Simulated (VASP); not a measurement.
# Al6H in VASP: further runs, part 2 of 3

VASP 6.6.1. The steps go on from the part before.

## (3) Single point, PBE

File INCAR:

```
SYSTEM = Al6H
PREC = Accurate
ENCUT = 520
EDIFF = 1E-6
ISMEAR = 0
SIGMA = 0.1
LREAL = .FALSE.
LASPH = .TRUE.
NELM = 100
ALGO = Normal
ISIF = 2
LWAVE = .FALSE.
LCHARG = .FALSE.
LDIPOL = .TRUE.
IDIPOL = 3
DIPOL = 0.5 0.5 0.302
GGA = PE
NBANDS = 32
```

File KPOINTS:

```
Automatic mesh
0
G
  6 6 1
  0 0 0
```

File POSCAR:

```
Al6H
1.0
    5.7143028096      0.0000000000      0.0000000000
   -2.8571514048      4.9487313980      0.0000000000
    0.0000000000      0.0000000000     22.6016424997
Al H
12 2
Direct
    0.3333333333      0.1666666667      0.1769782882
    0.3333333333      0.6666666667      0.1769782882
    0.8333333333      0.1666666667      0.1769782882
    0.8333333333      0.6666666667      0.1769782882
    0.1666666667      0.3333333333      0.2787817902
    0.1666666667      0.8333333333      0.2787817902
    0.6666666667      0.3333333333      0.2787817902
    0.6666666667      0.8333333333      0.2787817902
    0.0000000000      0.0000000000      0.3805759913
    0.0000000000      0.5000000000      0.3805759913
    0.5000000000      0.0000000000      0.3805759913
    0.5000000000      0.5000000000      0.3805759913
    0.2677085297      0.1666666667      0.4429608379
    0.3989581370      0.1666666667      0.4429608379
```

Potentials or basis: VASP PAW PBE potentials, release 64 (Al, H).

Started as:

```sh
> cat potpaw_PBE.64/Al/POTCAR potpaw_PBE.64/H/POTCAR > POTCAR
> mpirun -np 1 vasp_std > vasp.out
```

OUTCAR:

```text
SYSTEM = Al6H
   PREC = Accurate
   ENCUT = 520
   EDIFF = 1E-6
   ISMEAR = 0
   LREAL = .FALSE.
   LASPH = .TRUE.
   NELM = 100
   ISIF = 2
   GGA = PE

 ion  position               nearest neighbor table
   1  0.333  0.167  0.177-   5 2.83   6 2.83   7 2.83   4 2.86   2 2.86   2 2.86   4 2.86   3 2.86
                             3 2.86
   2  0.333  0.667  0.177-   6 2.83   5 2.83   8 2.83   3 2.86   1 2.86   1 2.86   3 2.86   4 2.86
                             4 2.86
   3  0.833  0.167  0.177-   7 2.83   8 2.83   5 2.83   4 2.86   2 2.86   4 2.86   2 2.86   1 2.86
                             1 2.86
   4  0.833  0.667  0.177-   8 2.83   7 2.83   6 2.83   3 2.86   1 2.86   3 2.86   1 2.86   2 2.86
                             2 2.86
   5  0.167  0.333  0.279-   9 2.83  12 2.83  10 2.83   1 2.83   2 2.83   3 2.83   8 2.86   6 2.86
                             6 2.86   8 2.86   7 2.86   7 2.86
   6  0.167  0.833  0.279-  10 2.83  11 2.83   9 2.83   2 2.83   1 2.83   4 2.83   7 2.86   5 2.86
                             5 2.86   7 2.86   8 2.86   8 2.86
   7  0.667  0.333  0.279-  11 2.83  10 2.83  12 2.83   3 2.83   4 2.83   1 2.83   8 2.86   6 2.86
                             8 2.86   6 2.86   5 2.86   5 2.86
   8  0.667  0.833  0.279-  12 2.83   9 2.83  11 2.83   4 2.83   3 2.83   2 2.83   7 2.86   5 2.86
                             7 2.86   5 2.86   6 2.86   6 2.86
   9  0.000  0.000  0.381-  13 1.94   5 2.83   8 2.83   6 2.83  12 2.86  10 2.86  10 2.86  12 2.86
                            11 2.86  11 2.86
  10  0.000  0.500  0.381-   6 2.83   7 2.83   5 2.83   9 2.86  11 2.86   9 2.86  11 2.86  12 2.86
                            12 2.86
  11  0.500  0.000  0.381-  14 1.94   7 2.83   6 2.83   8 2.83  12 2.86  10 2.86  12 2.86  10 2.86
                             9 2.86   9 2.86
  12  0.500  0.500  0.381-   8 2.83   5 2.83   7 2.83   9 2.86  11 2.86  11 2.86   9 2.86  10 2.86
                            10 2.86
  13  0.268  0.167  0.443-  14 0.75   9 1.94
  14  0.399  0.167  0.443-  13 0.75  11 1.94

  LATTYP: Found a hexagonal cell.
 ALAT       =     5.7143028096
 C/A-ratio  =     3.9552756045

  Lattice vectors:

 A1 = (   5.7143028096,   0.0000000000,   0.0000000000)
[... 189 lines left out ...]
  ext. energy  EPLUGINS =         0.00000000
  ---------------------------------------------------
  free energy    TOTEN  =       -47.43962738 eV

  energy without entropy =      -47.41535614  energy(sigma->0) =      -47.42749176

 E-fermi :  -0.0828     XC(G=0):  -4.0334

 val. band max:       -0.1076352889   @ k =   0.1667   0.1667   0.0000
 cond. band min:      -0.0612579819   @ k =   0.3333   0.3333   0.0000
 fundamental gap:      0.0463773069
 Fermi energy:        -0.0827991186

 k-point     1 :       0.0000    0.0000    0.0000
  band No.  band energies     occupation
      1     -11.0631      2.00000
      2     -10.1812      2.00000
      3      -8.4428      2.00000
      4      -5.8355      2.00000
      5      -4.8602      2.00000
      6      -4.8304      2.00000
[... 431 lines left out ...]
     30       3.1638      0.00000
     31       3.2581      0.00000
 [bands above 31 left out]

------------------------ aborting loop because EDIFF is reached ----------------------------------------

 vacuum level on the upper side and lower side of the slab       (xc-potential included)        -0.149         0.079

  FORCE on cell =-STRESS in cart. coord.  units (eV):
  Direction    XX          YY          ZZ          XY          YZ          ZX
  --------------------------------------------------------------------------------------
  -------------------------------------------------------------------------------------
  Total       -0.2036955     -1.7335589      4.4309019      0.0000000     -0.0234537      0.0000000
  in kB       -0.5106165     -4.3456231     11.1072253      0.0000000     -0.0587929      0.0000000
  external PRESSURE =       2.0836619 kB  Pullay stress =       0.0000000 kB

 VOLUME and BASIS-vectors are now :
 -----------------------------------------------------------------------------
  energy-cutoff  :      520.00
  volume of cell :      639.14
      direct lattice vectors                 reciprocal lattice vectors
     5.714302810  0.000000000  0.000000000     0.174999476  0.101035995  0.000000000
    -2.857151405  4.948731398  0.000000000     0.000000000  0.202071990  0.000000000
     0.000000000  0.000000000 22.601642500     0.000000000  0.000000000  0.044244572

 POSITION                                       TOTAL-FORCE (eV/Angst)
 -----------------------------------------------------------------------------------
      1.42858      0.82479      4.00000         0.000000     -0.014918      0.007166
     -0.00000      3.29915      4.00000        -0.066064     -0.022846     -0.161940
      4.28573      0.82479      4.00000        -0.000000      0.068666     -0.154459
      2.85715      3.29915      4.00000         0.066064     -0.022846     -0.161940
      0.00000      1.64958      6.30093         0.005036      0.046211      0.026086
     -1.42858      4.12394      6.30093         0.000000     -0.008233      0.020252
      2.85715      1.64958      6.30093        -0.005036      0.046211      0.026086
      1.42858      4.12394      6.30093         0.000000     -0.014965      0.054685
      0.00000      0.00000      8.60164        -0.760977     -0.409116     -0.570244
     -1.42858      2.47437      8.60164         0.000000      0.000671      0.141417
      2.85715      0.00000      8.60164         0.760977     -0.409116     -0.570244
      1.42858      2.47437      8.60164         0.000000      0.617929     -0.494802
      1.05358      0.82479     10.01164        -2.224652      0.061176      0.918969
      1.80358      0.82479     10.01164         2.224652      0.061176      0.918969
 -----------------------------------------------------------------------------------
    total drift:                               -0.000000     -0.000038     -0.000059

  FREE ENERGIE OF THE ION-ELECTRON SYSTEM (eV)
  ---------------------------------------------------
  free  energy   TOTEN  =       -47.4396273777 eV

  energy  without entropy=      -47.4153561374  energy(sigma->0) =      -47.42749176

 vacuum level on the upper side and lower side of the slab         3.661         3.868
```

OSZICAR:

```text
N       E                     dE             d eps       ncg     rms          rms(c)
DAV:   1     0.132351841232E+03    0.13235E+03   -0.11368E+04   832   0.830E+02
DAV:   2    -0.398590009697E+02   -0.17221E+03   -0.16599E+03  1144   0.148E+02
DAV:   3    -0.497272836810E+02   -0.98683E+01   -0.96361E+01  1088   0.357E+01
[... 17 lines left out ...]
DAV:  21    -0.474395980808E+02   -0.26215E-04   -0.15323E-06   976   0.347E-03    0.125E-03
DAV:  22    -0.474396178968E+02   -0.19816E-04   -0.11181E-06   880   0.267E-03    0.474E-04
DAV:  23    -0.474396243316E+02   -0.64347E-05   -0.26078E-07   816   0.169E-03    0.599E-04
DAV:  24    -0.474396272861E+02   -0.29546E-05   -0.21482E-07   752   0.128E-03    0.281E-04
DAV:  25    -0.474396273777E+02   -0.91625E-07   -0.28717E-08   712   0.863E-04
   1 F= -.47439627E+02 E0= -.47427492E+02  d E =-.242712E-01
```

Wall time 12 min (1 thread of Intel Xeon Platinum 8488C (Sapphire Rapids), shared host); peak memory 0.7 GiB.

Results:

```
Free energy            : -47.4396 eV
Largest force          : 2.408 eV/Å
Band gap on the k mesh : zero (bands 19 and 20 overlap by 0.87 eV)
```

Forces in eV/Å, atoms in the order of the input:
```
Al   0.000 -0.015  0.007
Al  -0.066 -0.023 -0.162
Al   0.000  0.069 -0.154
Al   0.066 -0.023 -0.162
Al   0.005  0.046  0.026
Al   0.000 -0.008  0.020
Al  -0.005  0.046  0.026
Al   0.000 -0.015  0.055
Al  -0.761 -0.409 -0.570
Al   0.000  0.001  0.141
Al   0.761 -0.409 -0.570
Al   0.000  0.618 -0.495
H   -2.225  0.061  0.919
H    2.225  0.061  0.919
```

## (4) Single point, PBE

File INCAR:

```
SYSTEM = Al6H
PREC = Accurate ; ENCUT = 520
EDIFF = 1E-6 ; ISMEAR = 0
SIGMA = 0.1 ; LREAL = .FALSE.
LASPH = .TRUE. ; NELM = 100
ALGO = Normal ; ISIF = 2
LWAVE = .FALSE. ; LCHARG = .TRUE.
LDIPOL = .TRUE. ; IDIPOL = 3
DIPOL = 0.5 0.5 0.306 ; GGA = PE
LELF = .TRUE. ; LVHAR = .TRUE.
LVACPOTAV = .TRUE. ; NBANDS = 32
```

File KPOINTS:

```
regular mesh
0
G
  6 6 1
  0 0 0
```

Changes to POSCAR since step 3:

```diff
@@ -20,3 +20,3 @@
     0.5000000000      0.5000000000      0.3805759913
-    0.2677085297      0.1666666667      0.4429608379
-    0.3989581370      0.1666666667      0.4429608379
+    0.2677085297      0.1666666667      0.4712773640
+    0.3989581370      0.1666666667      0.4712773640
```

Started as:

```sh
> cat potpaw_PBE.64/Al/POTCAR potpaw_PBE.64/H/POTCAR > POTCAR
> mpirun -np 1 vasp_std > vasp.out
```

Wall time 12 min (1 thread of Intel Xeon Platinum 8488C (Sapphire Rapids), shared host); peak memory 0.68 GiB.

It converged, with:

| Property | Result |
| --- | --- |
| Free energy | -48.3824 eV |
| Largest force | 0.710 eV/Å |
| Band gap on the k mesh | zero (bands 19 and 20 overlap by 0.95 eV) |

Forces in eV/Å, atoms in the order of the input:
```
Al   0.000  0.008 -0.039
Al  -0.037 -0.033 -0.050
Al   0.000  0.057 -0.044
Al   0.037 -0.033 -0.050
Al   0.029  0.003 -0.050
Al   0.000  0.030 -0.045
Al  -0.029  0.003 -0.050
Al   0.000 -0.006  0.068
Al  -0.147 -0.090 -0.296
Al   0.000  0.001  0.083
Al   0.147 -0.090 -0.296
Al   0.000  0.139 -0.303
H   -0.466  0.005  0.536
H    0.466  0.005  0.536
```

Levels at points of the mesh, in eV from the Fermi level:
```
           k point  band 17  band 18  band 19  band 20  band 21  band 22
(0.00, 0.00, 0.00)    -2.52    -0.50    -0.42    -0.30    -0.24    -0.19
(0.50, 0.00, 0.00)    -0.47    -0.21    -0.18     0.92     0.95     1.15
(0.00, 0.50, 0.00)    -0.47    -0.21    -0.18     0.90     0.96     1.04
```

(Part 2 of 3 ends here.)
